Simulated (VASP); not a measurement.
# MgO (Fm-3m) in VASP: a series of runs, part 2 of 2

VASP 6.6.1. Earlier steps stand in the parts before.

## (4) Relaxation of cell and atoms, LDA

This run uses another cell than the first one, of 9.22 Å³/atom.

INCAR

```
SYSTEM = MgO
  PREC = Accurate
  ENCUT = 750
  EDIFF = 1E-7
  ISMEAR = -1
  SIGMA = 0.05
  LREAL = .FALSE.
  LASPH = .TRUE.
  NELM = 120
  ALGO = Normal
  ISIF = 3
  LWAVE = .FALSE.
  LCHARG = .FALSE.
  GGA = CA
  IBRION = 2
  NSW = 60
  EDIFFG = -0.01
  GGA_COMPAT = .FALSE.
  NELMIN = 4
```

KPOINTS

```
Automatic mesh
0
G
  11 11 11
  0 0 0
```

POSCAR

```
MgO
1.0
    0.0000000000      2.0970013927      2.0970013927
    2.0970013927      0.0000000000      2.0970013927
    2.0970013927      2.0970013927      0.0000000000
Mg O
1 1
Direct
    0.0000000000      0.0000000000      0.0000000000
    0.5000000000      0.5000000000      0.5000000000
```

Potentials or basis: VASP PAW LDA potentials, release 64 (Mg_sv, O).

On the command line:

```bash
$ cat potpaw_LDA.64/Mg_sv/POTCAR potpaw_LDA.64/O/POTCAR > POTCAR
$ mpirun -np 1 vasp_std > vasp.out
```

OUTCAR:

```text
SYSTEM = MgO
   PREC = Accurate
   ENCUT = 750
   EDIFF = 1E-7
   ISMEAR = -1
   LREAL = .FALSE.
   LASPH = .TRUE.
   NELM = 120
   ISIF = 3
   GGA = CA
   IBRION = 2
   NSW = 60
   EDIFFG = -0.01
   NELMIN = 4

 ion  position               nearest neighbor table
   1  0.000  0.000  0.000-   2 2.10   2 2.10   2 2.10   2 2.10   2 2.10   2 2.10
   2  0.500  0.500  0.500-   1 2.10   1 2.10   1 2.10   1 2.10   1 2.10   1 2.10

  LATTYP: Found a face centered cubic cell.
 ALAT       =     4.1940027854

  Lattice vectors:

 A1 = (   0.0000000000,   2.0970013927,   2.0970013927)
 A2 = (   2.0970013927,   0.0000000000,   2.0970013927)
 A3 = (   2.0970013927,   2.0970013927,   0.0000000000)

Analysis of symmetry for initial positions (statically):
=====================================================================
 Subroutine PRICEL returns:
 Original cell was already a primitive cell.

 Routine SETGRP: Setting up the symmetry group for a
 face centered cubic supercell.

 Subroutine GETGRP returns: Found 48 space group operations
 (whereof 48 operations were pure point group operations)
 out of a pool of 48 trial point group operations.

The static configuration has the point symmetry O_h .

Analysis of symmetry for dynamics (positions and initial velocities):
=====================================================================
 Subroutine PRICEL returns:
 Original cell was already a primitive cell.

 Routine SETGRP: Setting up the symmetry group for a
 face centered cubic supercell.

 Subroutine GETGRP returns: Found 48 space group operations
 (whereof 48 operations were pure point group operations)
 out of a pool of 48 trial point group operations.

The dynamic configuration has the point symmetry O_h .

 Subroutine INISYM returns: Found 48 space group operations
 (whereof 48 operations are pure point group operations),
 and found     1 'primitive' translations

----------------------------------------------------------------------------------------

                                     Primitive cell

  volume of cell :      18.4428

  direct lattice vectors                    reciprocal lattice vectors
     0.000000000  2.097001393  2.097001393    -0.238435702  0.238435702  0.238435702
     2.097001393  0.000000000  2.097001393     0.238435702 -0.238435702  0.238435702
     2.097001393  2.097001393  0.000000000     0.238435702  0.238435702 -0.238435702

  length of vectors
     2.965607810  2.965607810  2.965607810     0.412982751  0.412982751  0.412982751

  position of ions in fractional coordinates (direct lattice)
     0.000000000  0.000000000  0.000000000
     0.500000000  0.500000000  0.500000000

  ion indices of the primitive-cell ions
   primitive index   ion index
                 1           1
                 2           2

----------------------------------------------------------------------------------------

 KPOINTS: Automatic mesh

Automatic generation of k-mesh.
 Grid dimensions read from file:
 generate k-points for:   11   11   11

 Generating k-lattice:

  Cartesian coordinates                     Fractional coordinates (reciprocal lattice)
    -0.021675973  0.021675973  0.021675973     0.090909091  0.000000000  0.000000000
     0.021675973 -0.021675973  0.021675973     0.000000000  0.090909091  0.000000000
[... 45 lines left out ...]
   ions per type =               1   1
   NGX,Y,Z   is equivalent  to a cutoff of  15.70, 15.70, 15.70 a.u.
   NGXF,Y,Z  is equivalent  to a cutoff of  31.39, 31.39, 31.39 a.u.
 SYSTEM =  MgO
   PREC   = accura    normal or accurate (medium, high low for compatibility)
   ISTART =      0    job   : 0-new  1-cont  2-samecut
   ICHARG =      2    charge: 1-file 2-atom 10-const
   ISPIN  =      1    spin polarized calculation?
   LNONCOLLINEAR =      F non collinear calculations
   LSORBIT =      F    spin-orbit coupling
   LASPH  =      T    aspherical Exc in radial PAW
   ENCUT  =  750.0 eV  55.12 Ry    7.42 a.u.   6.62  6.62  6.62*2*pi/ulx,y,z
   NELM   =    120;   NELMIN=  4; NELMDL= -5     # of ELM steps
   EDIFF  = 0.1E-06   stopping-criterion for ELM
   LREAL  =      F    real-space projection
   EDIFFG = -.1E-01   stopping-criterion for IOM
   NSW    =     60    number of steps for IOM
   IBRION =      2    ionic relax: 0-MD 1-quasi-New 2-CG
   NFREE  =      1    steps in history (QN), initial steepest desc. (CG)
   ISIF   =      3    stress and relaxation
   ISYM   =      2    0-nonsym 1-usesym 2-fastsym
   POTIM  = 0.5000    time-step for ionic-motion
   TEBEG  =    0.0;   TEEND  =   0.0 temperature during run
   PSTRESS=    0.0 pullay stress
   NELECT =      16.0000    total number of electrons
   NUPDOWN=      -1.0000    fix difference up-down
   EMIN   =  10.00;   EMAX   =-10.00  energy-range for DOS
   EFERMI =   0.00;   METHOD = LEGACY
   ISMEAR =    -1;   SIGMA  =   0.05  broadening in eV -4-tet -1-fermi 0-gaus
   EFERMI_NEDOS =   21; number of points for ismear=-14 and -15
   IALGO  =     38    algorithm
   IMIX   =      4    mixing-type and parameters
     AMIX     =   0.40;   BMIX     =  1.00
     AMIX_MAG =   1.60;   BMIX_MAG =  1.00
  volume/ion in A,a.u.               =       9.22        62.23
  Fermi-wavevector in a.u.,A,eV,Ry     =   1.561371  2.950563 33.169363  2.437879
  Thomas-Fermi vector in A             =   2.664446
   LORBIT       =      0    0 simple, 1 ext, 2 COOP (PROOUT), +10 PAW based schemes
   GGA     = CA    functional components
   LHFCALC =     F    Hartree Fock is set to
   AEXX    =    0.0000 exact exchange contribution
   IVDW    =     0    specifies the selected vdW correction
   LEPSILON=     F    determine dielectric tensor
   LRPA    =     F    only Hartree local field effects (RPA)
 conjugate gradient relaxation of ions
 non-spin polarized calculation
  energy-cutoff  :      750.00
  volume of cell :       18.44
 maximum number of plane-waves:       883
   NGX = 13   NGY = 13   NGZ = 13

--------------------------------------- Ionic step        1  -------------------------------------------

 number of electron      15.9999993 magnetization

 Free energy of the ion-electron system (eV)
  ---------------------------------------------------
  ext. energy  EPLUGINS =         0.00000000
  ---------------------------------------------------
  free energy    TOTEN  =       -13.23258101 eV

  energy without entropy =      -13.23258101  energy(sigma->0) =      -13.23258101

------------------------ aborting loop because EDIFF is reached ----------------------------------------

  FORCE on cell =-STRESS in cart. coord.  units (eV):
  Direction    XX          YY          ZZ          XY          YZ          ZX
  --------------------------------------------------------------------------------------
  -------------------------------------------------------------------------------------
  Total       -0.4728342     -0.4728342     -0.4728342      0.0000000     -0.0000000      0.0000000
  in kB      -41.0764888    -41.0764888    -41.0764888      0.0000000     -0.0000000      0.0000000
  external PRESSURE =     -41.0764888 kB  Pullay stress =       0.0000000 kB
[... 59 lines left out ...]
--------------------------------------- Ionic step        3  -------------------------------------------

 number of electron      15.9999996 magnetization

 Free energy of the ion-electron system (eV)
  ---------------------------------------------------
  ext. energy  EPLUGINS =         0.00000000
  ---------------------------------------------------
  free energy    TOTEN  =       -13.23822004 eV

  energy without entropy =      -13.23822004  energy(sigma->0) =      -13.23822004

 E-fermi :   3.9891     XC(G=0): -12.1245

 val. band max:        2.8520477645   @ k =   0.0000   0.0000   0.0000
 cond. band min:       7.8884009889   @ k =   0.0000   0.0000   0.0000
 fundamental gap:      5.0363532244
 Fermi energy:         3.9890766382

 k-point     1 :       0.0000    0.0000    0.0000
  band No.  band energies     occupation
      1     -68.3650      2.00000
      2     -35.8246      2.00000
      3     -35.8246      2.00000
      4     -35.8246      2.00000
      5     -14.3273      2.00000
      6       2.8520      2.00000
      7       2.8520      2.00000
      8       2.8520      2.00000
      9       7.8884      0.00000
     10      18.5814      0.00000
     11      18.5814      0.00000
     12      18.5814      0.00000
[... 331 lines left out ...]
 k-point    24 :      -0.1818    0.1818    0.0000
  band No.  band energies     occupation
      1     -68.3572      2.00000
      2     -35.8817      2.00000
      3     -35.8464      2.00000
      4     -35.8292      2.00000
      5     -13.4345      2.00000
      6      -0.1169      2.00000
      7       1.6695      2.00000
      8       2.4409      2.00000
      9      11.1429      0.00000
     10      14.8734      0.00000
     11      18.4514      0.00000
     12      20.8477      0.00000

 [... further k-points ...]
[... 5 lines left out ...]
  --------------------------------------------------------------------------------------
  -------------------------------------------------------------------------------------
  Total       -0.0007797     -0.0007797     -0.0007797      0.0000000     -0.0000000      0.0000000
  in kB       -0.0693690     -0.0693690     -0.0693690      0.0000000     -0.0000000      0.0000000
  external PRESSURE =      -0.0693690 kB  Pullay stress =       0.0000000 kB
[... 17 lines left out ...]
  FREE ENERGIE OF THE ION-ELECTRON SYSTEM (eV)
  ---------------------------------------------------
  free  energy   TOTEN  =       -13.2382200371 eV

  energy  without entropy=      -13.2382200371  energy(sigma->0) =      -13.23822004

 reached required accuracy - stopping structural energy minimisation
```

CONTCAR:

```text
MgO
   1.00000000000000
     0.0000000000000000    2.0803883239758201    2.0803883239758201
     2.0803883239758201   -0.0000000000000000    2.0803883239758201
     2.0803883239758201    2.0803883239758201    0.0000000000000000
  Mg              O
     1     1
Direct
     0.0000000000000000    0.0000000000000000    0.0000000000000000
     0.5000000000000000    0.5000000000000000    0.5000000000000000

  0.00000000E+00  0.00000000E+00  0.00000000E+00
  0.00000000E+00  0.00000000E+00  0.00000000E+00
```

Run time: 22 s. Hardware: 1 thread of Intel Xeon 6975P-C (Granite Rapids), shared host; peak memory 0.15 GiB.

Results:

```
Free energy                           : -13.2382 eV
Relaxed volume                        : 9.00 Å³/atom
Relaxed cell                          : a = 2.942 Å, b = 2.942 Å, c = 2.942 Å, α = 60.00°, β = 60.00°, γ = 60.00°
Space group after relaxing (to 0.1 Å) : Fm-3m (No. 225)
Energy gained by relaxing             : 2.8 meV/atom
Ionic steps                           : 3
Pressure after relaxing               : 0.0 GPa
Band gap on the k mesh                : 5.04 eV
```

The path:
| step | energy change (eV) | largest force (eV/Å) | pressure (GPa) | volume (Å³) |
| --- | --- | --- | --- | --- |
| 1 | 0.0000 | 0.0000 | -4.11 | 18.44 |
| 2 | -0.0045 | 0.0000 | 1.90 | 17.82 |
| 3 | -0.0056 | 0.0000 | -0.01 | 18.01 |

Final structure:
```
Mg O
1.0
     0.00000    2.08039    2.08039
     2.08039    0.00000    2.08039
     2.08039    2.08039    0.00000
Mg O
1 1
Direct
  0.00000 0.00000 0.00000
  0.50000 0.50000 0.50000
```

Levels at points of the mesh, in eV from the valence-band top:
```tsv
k point	band 4	band 5	band 6	band 7	band 8	band 9	band 10	band 11	band 12
(0.00, 0.00, 0.00)	-38.68	-17.18	0.00	0.00	0.00	5.04	15.73	15.73	15.73
```

## (5) Overview

| task | level | potentials or basis | cell | gap on the mesh (eV) | pressure (GPa) |
| --- | --- | --- | --- | --- | --- |
| single point | r2SCAN | VASP PAW PBE potentials, release 64 (Mg_sv, O) | a = 2.926 Å, angles 60.0°, 2 atoms | 6.21 | 8.5 |
| single point | r2SCAN | VASP PAW PBE potentials, release 64 (Mg_sv, O) | a = 2.966 Å, angles 60.0°, 2 atoms | 5.78 | 1.2 |
| relaxation of cell and atoms | LDA | VASP PAW LDA potentials, release 64 (Mg_sv, O) | relaxed from a = 2.966 Å, angles 60.0°, 2 atoms | 5.04 | 0.0 |

Alike in all rows: no spin polarisation; k mesh 11 × 11 × 11; cutoff (eV) 750; smearing fermi-dirac 0.05 eV.

Caveats: the PAW data sets were made with another functional, which shifts forces and pressure a little (at least some runs); the cell stands under pressure (at least some runs).

Total energies depend on the potentials used, so only differences within one code and one set of settings carry meaning.
